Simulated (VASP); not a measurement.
# Au (Fm-3m) in VASP: further runs

Runs on Au. Level: PBEsol. Tasks: single point, relaxation of cell and atoms.

All numbers are computed with VASP 6.6.1; they aren't measurements. Logs are shortened: lines on timing, memory, paths and dates and some standing lists are left out, and cuts for length are marked.

**1. The cell of the first run**

The structure is cubic, space group Fm-3m (No. 225). The conventional cell has a = 4.082 Å, b = 4.082 Å, c = 4.082 Å, α = 90.00°, β = 90.00°, γ = 90.00°. Within 3.8 Å of Au (site symmetry m-3m) lie 12 Au at 2.89 Å.

**2. Single point, PBEsol**

INCAR

```
PREC = Accurate
ENCUT = 500
EDIFF = 1E-6
ISMEAR = 1
SIGMA = 0.1
LREAL = False
LASPH = True
NELM = 120
ALGO = Normal
ISIF = 2
LWAVE = False
LCHARG = True
GGA = PS
LELF = True
LVHAR = True
NBANDS = 12
GGA_COMPAT = False
```

KPOINTS

```
regular mesh
0
Gamma
  9 9 9
```

POSCAR

```
Au
1.0
    0.0000000000      2.0411780961      2.0411780961
    2.0411780961      0.0000000000      2.0411780961
    2.0411780961      2.0411780961      0.0000000000
Au
1
Direct
    0.0000000000      0.0000000000      0.0000000000
```

Potentials or basis: VASP PAW PBE potentials, release 64 (Au).

Run with:

```console
$ cat potpaw_PBE.64/Au/POTCAR > POTCAR
$ mpirun -np 1 vasp_std > vasp.out
```

OUTCAR:

```text
PREC = Accurate
   ENCUT = 500
   EDIFF = 1E-6
   ISMEAR = 1
   LREAL = False
   LASPH = True
   NELM = 120
   ISIF = 2
   GGA = PS

 ion  position               nearest neighbor table
   1  0.000  0.000  0.000-

  LATTYP: Found a face centered cubic cell.
 ALAT       =     4.0823561922

  Lattice vectors:

 A1 = (   0.0000000000,   2.0411780961,   2.0411780961)
 A2 = (   2.0411780961,   0.0000000000,   2.0411780961)
 A3 = (   2.0411780961,   2.0411780961,   0.0000000000)

Analysis of symmetry for initial positions (statically):
=====================================================================
 Subroutine PRICEL returns:
 Original cell was already a primitive cell.

 Routine SETGRP: Setting up the symmetry group for a
 face centered cubic supercell.

 Subroutine GETGRP returns: Found 48 space group operations
 (whereof 48 operations were pure point group operations)
 out of a pool of 48 trial point group operations.

The static configuration has the point symmetry O_h .

Analysis of symmetry for dynamics (positions and initial velocities):
=====================================================================
 Subroutine PRICEL returns:
 Original cell was already a primitive cell.

 Routine SETGRP: Setting up the symmetry group for a
 face centered cubic supercell.

 Subroutine GETGRP returns: Found 48 space group operations
 (whereof 48 operations were pure point group operations)
 out of a pool of 48 trial point group operations.

The dynamic configuration has the point symmetry O_h .

 Subroutine INISYM returns: Found 48 space group operations
 (whereof 48 operations are pure point group operations),
 and found     1 'primitive' translations

----------------------------------------------------------------------------------------

                                     Primitive cell

  volume of cell :      17.0088

  direct lattice vectors                    reciprocal lattice vectors
     0.000000000  2.041178096  2.041178096    -0.244956577  0.244956577  0.244956577
     2.041178096  0.000000000  2.041178096     0.244956577 -0.244956577  0.244956577
     2.041178096  2.041178096  0.000000000     0.244956577  0.244956577 -0.244956577

  length of vectors
     2.886661747  2.886661747  2.886661747     0.424277237  0.424277237  0.424277237

  position of ions in fractional coordinates (direct lattice)
     0.000000000  0.000000000  0.000000000

  ion indices of the primitive-cell ions
   primitive index   ion index
                 1           1

----------------------------------------------------------------------------------------

 KPOINTS: regular mesh

Automatic generation of k-mesh.
 Grid dimensions read from file:
 generate k-points for:    9    9    9

 Generating k-lattice:

  Cartesian coordinates                     Fractional coordinates (reciprocal lattice)
    -0.027217397  0.027217397  0.027217397     0.111111111  0.000000000  0.000000000
     0.027217397 -0.027217397  0.027217397     0.000000000  0.111111111  0.000000000
     0.027217397  0.027217397 -0.027217397     0.000000000  0.000000000  0.111111111

  Length of vectors
     0.047141915  0.047141915  0.047141915

  Shift w.r.t. Gamma in fractional coordinates (k-lattice)
     0.000000000  0.000000000  0.000000000

 Subroutine IBZKPT returns following result:
 ===========================================

 Found     35 irreducible k-points:

 Following reciprocal coordinates:
            Coordinates               Weight
  0.000000  0.000000  0.000000      1.000000
  0.111111  0.000000  0.000000      8.000000
  0.222222  0.000000  0.000000      8.000000
  0.333333  0.000000  0.000000      8.000000
  0.444444  0.000000  0.000000      8.000000
  0.111111  0.111111  0.000000      6.000000
[... 16 lines left out ...]
 -0.333333  0.333333  0.000000     12.000000
  0.444444  0.444444  0.000000      6.000000
 [... further k-points ...]
   k-points           NKPTS =     35   k-points in BZ     NKDIM =     35   number of bands    NBANDS=     12
   number of dos      NEDOS =    301   number of ions     NIONS =      1
   total plane-waves  NPLWV =  13824
   dimension x,y,z NGX =    24 NGY =   24 NGZ =   24
   dimension x,y,z NGXF=    48 NGYF=   48 NGZF=   48
   ions per type =               1
   NGX,Y,Z   is equivalent  to a cutoff of  13.82, 13.82, 13.82 a.u.
   NGXF,Y,Z  is equivalent  to a cutoff of  27.64, 27.64, 27.64 a.u.
 SYSTEM =  unknown system
   PREC   = accura    normal or accurate (medium, high low for compatibility)
   ISTART =      0    job   : 0-new  1-cont  2-samecut
   ICHARG =      2    charge: 1-file 2-atom 10-const
   ISPIN  =      1    spin polarized calculation?
   LNONCOLLINEAR =      F non collinear calculations
   LSORBIT =      F    spin-orbit coupling
   LASPH  =      T    aspherical Exc in radial PAW
   ENCUT  =  500.0 eV  36.75 Ry    6.06 a.u.   5.26  5.26  5.26*2*pi/ulx,y,z
   NELM   =    120;   NELMIN=  2; NELMDL= -5     # of ELM steps
   EDIFF  = 0.1E-05   stopping-criterion for ELM
   LREAL  =      F    real-space projection
   EDIFFG = 0.1E-04   stopping-criterion for IOM
   NSW    =      0    number of steps for IOM
   IBRION =     -1    ionic relax: 0-MD 1-quasi-New 2-CG
   NFREE  =      0    steps in history (QN), initial steepest desc. (CG)
   ISIF   =      2    stress and relaxation
   ISYM   =      2    0-nonsym 1-usesym 2-fastsym
   POTIM  = 0.5000    time-step for ionic-motion
   TEBEG  =    0.0;   TEEND  =   0.0 temperature during run
   PSTRESS=    0.0 pullay stress
   NELECT =      11.0000    total number of electrons
   NUPDOWN=      -1.0000    fix difference up-down
   EMIN   =  10.00;   EMAX   =-10.00  energy-range for DOS
   EFERMI =   0.00;   METHOD = LEGACY
   ISMEAR =     1;   SIGMA  =   0.10  broadening in eV -4-tet -1-fermi 0-gaus
   EFERMI_NEDOS =   21; number of points for ismear=-14 and -15
   IALGO  =     38    algorithm
   IMIX   =      4    mixing-type and parameters
     AMIX     =   0.40;   BMIX     =  1.00
     AMIX_MAG =   1.60;   BMIX_MAG =  1.00
  volume/ion in A,a.u.               =      17.01       114.78
  Fermi-wavevector in a.u.,A,eV,Ry     =   1.415733  2.675348 27.270174  2.004301
  Thomas-Fermi vector in A             =   2.537141
   LORBIT       =      0    0 simple, 1 ext, 2 COOP (PROOUT), +10 PAW based schemes
   GGA     = PS    functional components
   LHFCALC =     F    Hartree Fock is set to
   AEXX    =    0.0000 exact exchange contribution
   IVDW    =     0    specifies the selected vdW correction
   LEPSILON=     F    determine dielectric tensor
   LRPA    =     F    only Hartree local field effects (RPA)
 non-spin polarized calculation
 Methfessel and Paxton  Order N= 1 SIGMA  =   0.10
  energy-cutoff  :      500.00
  volume of cell :       17.01
 maximum number of plane-waves:       444
 NGX is ok and might be reduce to    24
   NGX = 11   NGY = 11   NGZ = 11

 number of electron      11.0000000 magnetization

 Free energy of the ion-electron system (eV)
  ---------------------------------------------------
  ext. energy  EPLUGINS =         0.00000000
  ---------------------------------------------------
  free energy    TOTEN  =        -3.94830207 eV

  energy without entropy =       -3.94813228  energy(sigma->0) =       -3.94824548

 E-fermi :   9.3041     XC(G=0): -12.8950

 val. band max:        8.9169792778   @ k =   0.4444   0.3333   0.0000
 cond. band min:       9.3352250391   @ k =   0.4444   0.4444   0.0000
 fundamental gap:      0.4182457613
 Fermi energy:         9.3040705651

 k-point     1 :       0.0000    0.0000    0.0000
  band No.  band energies     occupation
      1      -0.6302      2.00000
      2       4.6267      2.00000
      3       4.6267      2.00000
      4       4.6267      2.00000
      5       6.1608      2.00000
      6       6.1608      2.00000
      7      23.8100      0.00000
      8      27.8123      0.00000
      9      27.8123      0.00000
     10      27.8123      0.00000
     11      32.6849      0.00000
     12      37.3732      0.00000

 k-point     2 :       0.1111    0.0000    0.0000
  band No.  band energies     occupation
      1      -0.2060      2.00000
      2       4.4980      2.00000
      3       4.7629      2.00000
      4       4.7629      2.00000
      5       6.1075      2.00000
      6       6.1075      2.00000
      7      24.2350      0.00000
      8      25.6147      0.00000
      9      28.3087      0.00000
     10      28.3087      0.00000
     11      33.0875      0.00000
     12      35.3900      0.00000

 k-point     3 :       0.2222    0.0000    0.0000
  band No.  band energies     occupation
      1       0.8847      2.00000
      2       4.3965      2.00000
      3       4.9210      2.00000
      4       4.9210      2.00000
      5       6.2166      2.00000
      6       6.2166      2.00000
      7      21.5246      0.00000
      8      24.9940      0.00000
      9      29.2530      0.00000
     10      29.2530      0.00000
     11      30.9813      0.00000
     12      32.6573      0.00000

 k-point     4 :       0.3333    0.0000    0.0000
  band No.  band energies     occupation
      1       1.7952      2.00000
      2       4.7806      2.00000
      3       4.7806      2.00000
      4       5.3191      2.00000
      5       6.7738      2.00000
      6       6.7738      2.00000
      7      17.1635      0.00000
      8      24.1445      0.00000
      9      28.1347      0.00000
     10      28.1347      0.00000
     11      32.4594      0.00000
     12      32.7939      0.00000

 k-point     5 :       0.4444    0.0000    0.0000
  band No.  band energies     occupation
      1       1.9610      2.00000
      2       4.6145      2.00000
      3       4.6145      2.00000
      4       7.2909      2.00000
      5       7.2909      2.00000
      6       7.6030      2.00000
      7      13.2450      0.00000
      8      23.3546      0.00000
      9      26.6318      0.00000
     10      26.6318      0.00000
     11      34.0284      0.00000
     12      34.0284      0.00000
[... 228 lines left out ...]
      1       2.5542      2.00000
      2       2.9241      2.00000
      3       6.1175      2.00000
      4       6.6727      2.00000
      5       7.4523      2.00000
      6       8.9170      2.00000
      7      17.6229      0.00000
      8      20.0319      0.00000
      9      20.8924      0.00000
     10      26.8621      0.00000
     11      29.2984      0.00000
     12      36.5604      0.00000

 k-point    22 :      -0.4444    0.3333    0.0000
  band No.  band energies     occupation
      1       2.7682      2.00000
      2       3.3431      2.00000
      3       5.5687      2.00000
      4       6.4150      2.00000
      5       7.4069      2.00000
      6      12.0613      0.00000
      7      14.2666      0.00000
      8      18.0187      0.00000
      9      21.5759      0.00000
     10      26.8856      0.00000
     11      32.3098      0.00000
     12      35.5875      0.00000

 k-point    23 :      -0.3333    0.3333    0.0000
  band No.  band energies     occupation
      1       3.1358      2.00000
      2       3.9460      2.00000
      3       4.8143      2.00000
      4       6.0431      2.00000
      5       6.9184      2.00000
      6      11.7134      0.00000
      7      15.7328      0.00000
      8      16.4444      0.00000
      9      23.5872      0.00000
     10      26.2814      0.00000
     11      34.5361      0.00000
     12      35.0346      0.00000

 k-point    24 :       0.4444    0.4444    0.0000
  band No.  band energies     occupation
      1       2.2698      2.00000
      2       2.6009      2.00000
      3       7.2886      2.00000
      4       7.5514      2.00000
      5       7.5514      2.00000
      6       9.3352      0.50000
      7      16.2443      0.00000
      8      19.5731      0.00000
      9      19.5731      0.00000
     10      26.3846      0.00000
     11      28.9910      0.00000
     12      37.0055      0.00000

 [... further k-points ...]
[... 5 lines left out ...]
  --------------------------------------------------------------------------------------
  -------------------------------------------------------------------------------------
  Total       -0.0297709     -0.0297709     -0.0297709      0.0000000      0.0000000      0.0000000
  in kB       -2.8043352     -2.8043352     -2.8043352      0.0000000      0.0000000      0.0000000
  external PRESSURE =      -2.8043352 kB  Pullay stress =       0.0000000 kB

 VOLUME and BASIS-vectors are now :
 -----------------------------------------------------------------------------
  energy-cutoff  :      500.00
  volume of cell :       17.01
      direct lattice vectors                 reciprocal lattice vectors
     0.000000000  2.041178096  2.041178096    -0.244956577  0.244956577  0.244956577
     2.041178096  0.000000000  2.041178096     0.244956577 -0.244956577  0.244956577
     2.041178096  2.041178096  0.000000000     0.244956577  0.244956577 -0.244956577

 POSITION                                       TOTAL-FORCE (eV/Angst)
 -----------------------------------------------------------------------------------
      0.00000      0.00000      0.00000        -0.000000     -0.000000     -0.000000
 -----------------------------------------------------------------------------------
    total drift:                                0.000000     -0.000000     -0.000000

  FREE ENERGIE OF THE ION-ELECTRON SYSTEM (eV)
  ---------------------------------------------------
  free  energy   TOTEN  =        -3.9483020725 eV

  energy  without entropy=       -3.9481322815  energy(sigma->0) =       -3.94824548
```

Wall time 10 s (1 thread of AMD EPYC 7R43 (Zen 3), shared host); peak memory 0.11 GiB.

Results:

```yaml
Free_energy: -3.9483 eV
Pressure: -0.3 GPa
```

Caveat: the PAW data sets were made with another functional, which shifts forces and pressure a little; spin-orbit coupling is left out, which moves the levels of the heavy elements.

**3. Relaxation of cell and atoms, PBEsol**

This run uses another cell than the first one, of 16.85 Å³/atom, 0.991 times its volume.

INCAR

```
SYSTEM = Au
ALGO     = Normal         ! electronic algorithm
EDIFF    = 1E-7           ! SCF threshold, eV
EDIFFG   = -0.02          ! ionic threshold
ENCUT    = 500            ! plane-wave cutoff, eV
GGA      = PS             ! functional
GGA_COMPAT= .FALSE.      
IBRION   = 2              ! ionic algorithm
ISIF     = 3              ! what is computed and relaxed
ISMEAR   = 1              ! smearing method
LASPH    = .TRUE.         ! aspherical terms in the spheres
LCHARG   = .FALSE.        ! write CHGCAR
LREAL    = .FALSE.        ! projectors in reciprocal space
LWAVE    = .FALSE.        ! write WAVECAR
NELM     = 120            ! most SCF steps
NELMIN   = 4            
NSW      = 80             ! ionic steps
PREC     = Accurate       ! precision mode
SIGMA    = 0.1            ! smearing width, eV
```

KPOINTS

```
k-points
0
G
  9 9 9
  0 0 0
```

POSCAR

```
Au
1.0
    0.0000000000      2.0350000000      2.0350000000
    2.0350000000      0.0000000000      2.0350000000
    2.0350000000      2.0350000000      0.0000000000
Au
1
Direct
    0.0000000000      0.0000000000      0.0000000000
```

Potentials or basis: VASP PAW PBE potentials, release 64 (Au).

Run with:

```console
$ cat potpaw_PBE.64/Au/POTCAR > POTCAR
$ mpirun -np 1 vasp_std > vasp.out
```

OUTCAR:

```text
SYSTEM = Au
   EDIFF = 1E-7
   EDIFFG = -0.02
   ENCUT = 500
   GGA = PS
   IBRION = 2
   ISIF = 3
   ISMEAR = 1
   LASPH = .TRUE.
   LREAL = .FALSE.
   NELM = 120
   NELMIN = 4
   NSW = 80
   PREC = Accurate

 ion  position               nearest neighbor table
   1  0.000  0.000  0.000-

  LATTYP: Found a face centered cubic cell.
 ALAT       =     4.0700000000

  Lattice vectors:

 A1 = (   0.0000000000,   2.0350000000,   2.0350000000)
 A2 = (   2.0350000000,   0.0000000000,   2.0350000000)
 A3 = (   2.0350000000,   2.0350000000,   0.0000000000)

Analysis of symmetry for initial positions (statically):
=====================================================================
 Subroutine PRICEL returns:
 Original cell was already a primitive cell.
[... 247 lines left out ...]

  energy without entropy =       -3.94805390  energy(sigma->0) =       -3.94816709

 E-fermi :   9.3263     XC(G=0): -12.9043

 val. band max:        8.9426226522   @ k =   0.4444   0.3333   0.0000
 cond. band min:       9.3574649583   @ k =   0.4444   0.4444   0.0000
 fundamental gap:      0.4148423061
 Fermi energy:         9.3263104339

 k-point     1 :       0.0000    0.0000    0.0000
  band No.  band energies     occupation
      1      -0.6206      2.00000
      2       4.6445      2.00000
      3       4.6445      2.00000
      4       4.6445      2.00000
      5       6.1828      2.00000
      6       6.1828      2.00000
      7      23.8341      0.00000
      8      27.8455      0.00000
      9      27.8455      0.00000
[... 265 lines left out ...]
 k-point    24 :       0.4444    0.4444    0.0000
  band No.  band energies     occupation
      1       2.2815      2.00000
      2       2.6133      2.00000
      3       7.3138      2.00000
      4       7.5773      2.00000
      5       7.5773      2.00000
      6       9.3575      0.50000
      7      16.2832      0.00000
      8      19.6045      0.00000
      9      19.6045      0.00000

 [... further k-points ...]
[... 5 lines left out ...]
  --------------------------------------------------------------------------------------
  -------------------------------------------------------------------------------------
  Total        0.0000350      0.0000350      0.0000350      0.0000000      0.0000000      0.0000000
  in kB        0.0033046      0.0033046      0.0033046      0.0000000      0.0000000      0.0000000
  external PRESSURE =       0.0033046 kB  Pullay stress =       0.0000000 kB
[... 16 lines left out ...]
  FREE ENERGIE OF THE ION-ELECTRON SYSTEM (eV)
  ---------------------------------------------------
  free  energy   TOTEN  =        -3.9482236860 eV

  energy  without entropy=       -3.9480538975  energy(sigma->0) =       -3.94816709

 reached required accuracy - stopping structural energy minimisation
```

OSZICAR:

```text
N       E                     dE             d eps       ncg     rms          rms(c)
DAV:   1     0.415769035432E+02    0.41577E+02   -0.56504E+03   670   0.106E+03
DAV:   2    -0.393456139390E+01   -0.45511E+02   -0.42483E+02   680   0.200E+02
DAV:   3    -0.428231303856E+01   -0.34775E+00   -0.34741E+00   760   0.186E+01
[... 21 lines left out ...]
DAV:   3    -0.394821488623E+01    0.89269E-03   -0.42606E-03   641   0.602E-01    0.243E-01
DAV:   4    -0.394822412182E+01   -0.92356E-05   -0.16455E-04   664   0.110E-01    0.165E-02
DAV:   5    -0.394822300843E+01    0.11134E-05   -0.24338E-06   642   0.172E-02    0.161E-03
DAV:   6    -0.394822366639E+01   -0.65796E-06   -0.12281E-07   686   0.282E-03    0.248E-04
DAV:   7    -0.394822368603E+01   -0.19638E-07   -0.19186E-09   315   0.407E-04
   3 F= -.39482237E+01 E0= -.39481671E+01  d E =-.530992E-03
```

CONTCAR:

```text
Au
   1.00000000000000
    -0.0000000000000000    2.0401116513740125    2.0401116513740125
     2.0401116513740125    0.0000000000000000    2.0401116513740125
     2.0401116513740125    2.0401116513740125    0.0000000000000000
  Au
     1
Direct
     0.0000000000000000    0.0000000000000000    0.0000000000000000

  0.00000000E+00  0.00000000E+00  0.00000000E+00
```

It took 16 s on 1 thread of AMD EPYC 7R43 (Zen 3), shared host; peak memory 0.1 GiB.

Results:

```
Free energy                            : -3.9482 eV
Relaxed volume                         : 16.98 Å³/atom
Relaxed cell                           : a = 2.885 Å, b = 2.885 Å, c = 2.885 Å, α = 60.00°, β = 60.00°, γ = 60.00°
Space group after relaxing (to 0.05 Å) : Fm-3m (No. 225)
Energy gained by relaxing              : 0.5 meV/atom
Ionic steps                            : 3
Pressure after relaxing                : 0.0 GPa
```

Step by step:
| step | energy change (eV) | largest force (eV/Å) | pressure (GPa) | volume (Å³) |
| --- | --- | --- | --- | --- |
| 1 | 0.0000 | 0.0000 | 1.36 | 16.85 |
| 2 | 0.0010 | 0.0000 | -2.23 | 17.21 |
| 3 | -0.0005 | 0.0000 | 0.00 | 16.98 |

Final structure:
```
Au
1.0
     0.00000    2.04011    2.04011
     2.04011    0.00000    2.04011
     2.04011    2.04011    0.00000
Au
1
Direct
  0.00000 0.00000 0.00000
```

Caveat: the PAW data sets were made with another functional, which shifts forces and pressure a little; spin-orbit coupling is left out, which moves the levels of the heavy elements. Zero-point motion and thermal expansion aren't in these numbers.
